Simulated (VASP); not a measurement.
Input of a VASP 6.6.1 run:

The input INCAR:

```
SYSTEM = Zr4Si3B
ALGO = Normal
EDIFF = 1E-6
ENCUT = 420
GGA = PE
GGA_COMPAT = .False.
ISIF = 2
ISMEAR = -1
ISYM = -1
LASPH = .True.
LCHARG = .False.
LREAL = Auto
LWAVE = .False.
NBANDS = 77
NELM = 120
PREC = Accurate
SIGMA = 0.05
```

Contents of KPOINTS:

```
explicit points
1
Reciprocal
  0.25000000   0.25000000   0.25000000 1
```

POSCAR

```
Zr4Si3B
1.0
    6.6097110000      0.1103130000     -0.2811180000
    0.1103130000      6.5904890000     -0.0948210000
   -0.2811180000     -0.0948210000      6.6059640000
Zr Si B
8 6 2
Direct
    0.1966175453      0.5294070395      0.7950954071
    0.8657934068      0.8307179244      0.6112528944
    0.6154238117      0.1253345962      0.3880419365
    0.4544858775      0.1952191365     -0.0226292431
    0.6420698016      0.5715921832      0.2535265589
    0.9419359324      0.8700527674      0.0665145040
    0.7036395150      0.4377026593      0.7283423187
    0.1133288465      0.1729270469      0.4407509478
    0.0842250003      0.5626893369      0.3309815084
    0.8643674454      0.2792074723      0.1127043652
    0.0214989871      0.1509868087      0.8079699605
    0.4417326436      0.7647226684      0.5353053340
    0.3194050491      0.8824602553      0.2103134792
    0.5327393563      0.8043157426      0.8964800059
    0.4060487999      0.4320475094      0.4857343763
    0.2313454955      0.8958057523      0.8810851195
```

Potentials or basis: VASP PAW PBE potentials, release 64 (Zr_sv, Si, B).

The run is started by

```console
$ cat potpaw_PBE.64/Zr_sv/POTCAR potpaw_PBE.64/Si/POTCAR potpaw_PBE.64/B/POTCAR > POTCAR
$ mpirun -np 1 vasp_std > vasp.out
```

(1) What does it give for the pressure?

(2) What does it give for the largest force?

## Answers

(1) 0.8 GPa.

(2) 1.290 eV/Å.

Caveat: the atoms stand as in a frame of molecular dynamics.
